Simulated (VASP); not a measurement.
NaLa:

```xyz
2
Lattice="3.6063 0.0000 0.0000 -1.8031 3.1231 0.0000 0.0000 0.0000 6.4838" Properties=species:S:1:pos:R:3 pbc="T T T"
La    0.0000    2.0821    3.2419
Na    0.0000    0.0000    0.0000
```

Base run:

| Property | Result |
| --- | --- |
| Program | VASP 6.6.1 |
| Functional | PBE |
| Potentials or basis | VASP PAW PBE potentials, release 64 (La, Na_pv) |
| Cutoff | 520 eV |
| k mesh | 9 × 9 × 4 |
| Occupations | gaussian, width 0.05 eV |
| Spin | no spin polarisation |

Its results: band gap on the k mesh zero (bands 9 and 10 overlap by 0.55 eV); pressure 0.0 GPa.

The run is repeated on the same cell with these changes: functional from PBE to RPBE. What comes out?

Band gap on the k mesh zero (bands 9 and 10 overlap by 0.55 eV); pressure 0.9 GPa.

RPBE binds less tightly than PBE, so the same cell stands under more pressure.

Caveats: spin-orbit coupling is left out, which moves the levels of the heavy elements; the PAW data sets were made with another functional, which shifts forces and pressure a little (at least some runs).
